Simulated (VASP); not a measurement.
A run of VASP 6.6.1:

Contents of INCAR:

```
ALGO     = Normal         # electronic algorithm
EDIFF    = 1E-7           # SCF threshold, eV
ENCUT    = 520            # plane-wave cutoff, eV
GGA      = PE             # functional
ISIF     = 2              # what is computed and relaxed
ISMEAR   = -1             # smearing method
LASPH    = True           # aspherical terms in the spheres
LCHARG   = False          # write CHGCAR
LREAL    = Auto         
LWAVE    = False          # write WAVECAR
NBANDS   = 46             # bands
NELM     = 80             # most SCF steps
PREC     = Accurate       # precision mode
SIGMA    = 0.17           # smearing width, eV
```

File KPOINTS:

```
k-points
0
Gamma
  2 2 2
```

Contents of POSCAR:

```
Si
1.0
    0.0000000000      5.6889540000      5.6889540000
    5.6889540000      0.0000000000      5.6889540000
    5.6889540000      5.6889540000      0.0000000000
Si
16
Direct
    0.0041044452     -0.0070048026      0.0234050056
    0.1263325385      0.1174556869      0.1417132218
    0.0250309635     -0.0074530397      0.5294997991
    0.1231157784      0.1356664160      0.6528265126
    0.0139832384      0.4922433896      0.0089559522
    0.1416165432      0.6170114928      0.1245308013
   -0.0362368899      0.5045655142      0.5107880992
    0.1145904854      0.6074051574      0.6275143023
    0.4921994447     -0.0256461908      0.0263141520
    0.6120369404      0.1189761773      0.1489816933
    0.4844739472     -0.0156179853      0.5206668924
    0.6136013756      0.1124196118      0.6301597798
    0.5195594832      0.4791654142     -0.0023290749
    0.6067723522      0.5918486949      0.1523302878
    0.4836214179      0.4757113522      0.5091269854
    0.5980185461      0.6262486918      0.6351958550
```

Potentials or basis: VASP PAW PBE potentials, release 64 (Si).

The run is started by

```bash
$ cat potpaw_PBE.64/Si/POTCAR > POTCAR
$ mpirun -np 1 vasp_std > vasp.out
```

Hardware: 1 thread of Intel(R) Xeon(R) Platinum 8375C CPU @ 2.90GHz (Ice Lake), on a shared host.

Problem. How long does it take, and how much memory?

Solution. Run time: 3.3 min on 1 thread of Intel(R) Xeon(R) Platinum 8375C CPU @ 2.90GHz (Ice Lake) (shared host), peak memory 0.47 GiB. Counts: scf iterations 16, k points 8.
